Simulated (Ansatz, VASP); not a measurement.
# SnO in VASP and in Ansatz

Contents of INCAR:

```
SYSTEM = SnO
  ALGO = Normal
  EDIFF = 1E-7
  ENCUT = 520
  GGA = CA
  ISIF = 2
  ISMEAR = -1
  LASPH = .TRUE.
  LCHARG = .FALSE.
  LREAL = .FALSE.
  LWAVE = .FALSE.
  NBANDS = 28
  NELM = 80
  PREC = Accurate
  SIGMA = 0.02
```

Contents of KPOINTS:

```
k-points
0
G
  6 6 5
  0 0 0
```

File POSCAR:

```
SnO
1.0
    3.8780400000      0.0000000000      0.0000000000
    0.0000000000      3.8780400000      0.0000000000
    0.0000000000      0.0000000000      4.8360000000
Sn O
2 2
Direct
    0.0000000000      0.5000000000      0.2385000000
    0.5000000000      0.0000000000      0.7615000000
    0.0000000000      0.0000000000      0.0000000000
    0.5000000000      0.5000000000      0.0000000000
```

Input for Ansatz:

```yaml
crystal:
  lattice:
    - [3.87804, 0.0, 0.0]
    - [0.0, 3.87804, 0.0]
    - [0.0, 0.0, 4.836]
  atoms:
    - { symbol: Sn, position: [0.0, 0.5, 0.2385] }
    - { symbol: Sn, position: [0.5, 0.0, 0.7615] }
    - { symbol: O, position: [0.0, 0.0, 0.0] }
    - { symbol: O, position: [0.5, 0.5, 0.0] }
kpoints:
  mp_grid: { grid: [6, 6, 5] }
  band_path:
    path:
      - [0.0, 0.0, 0.0]
      - [0.0, 0.5, 0.0]
      - [0.5, 0.5, 0.0]
      - [0.0, 0.0, 0.0]
      - [0.0, 0.0, 0.5]
      - [0.0, 0.5, 0.5]
      - [0.5, 0.5, 0.5]
      - [0.0, 0.0, 0.5]
      - [0.0, 0.5, 0.0]
    npoints: 5
scf:
  occupations: { method: fermi_dirac, width: 0.02 }
hamiltonian:
  xc: lda
  pseudopotentials: { kind: all_electron, lapw: { basis_error: 0.0005 } }
output:
  forces: true
  stress: true
  eigenvalues: true
```

Change from the starting cell: equal xx and yy strain of +2 %.

Alike in both runs: task single point; functional LDA; k mesh 6 × 6 × 5; occupations fermi-dirac, width 0.02 eV; no spin polarisation.

```csv
,VASP,Ansatz
version,VASP 6.6.1,Ansatz 0.2.0
potentials or method,"VASP PAW LDA potentials, release 64 (Sn_d, O), cutoff 520 eV","all-electron LAPW, scalar-relativistic"
```

Ansatz gave:

| Property | Result |
| --- | --- |
| pressure (GPa) | -6.4 |
| traceless stress, the component that is largest in VASP (GPa) | 1.60 |
| rms of the force components (eV/Å) | 0.269 |

**Question.** Which values does VASP return?

**Answer.** Pressure (GPa): -6.1; traceless stress, the component that is largest in VASP (GPa): 1.60; rms of the force components (eV/Å): 0.230.

LDA's correlation is that of Perdew and Zunger in VASP and of Perdew and Wang (1992) in Ansatz. Atom by atom the forces differ by 0.039 eV/Å (rms over components). Ansatz ran all-electron here, and VASP with PAW potentials.
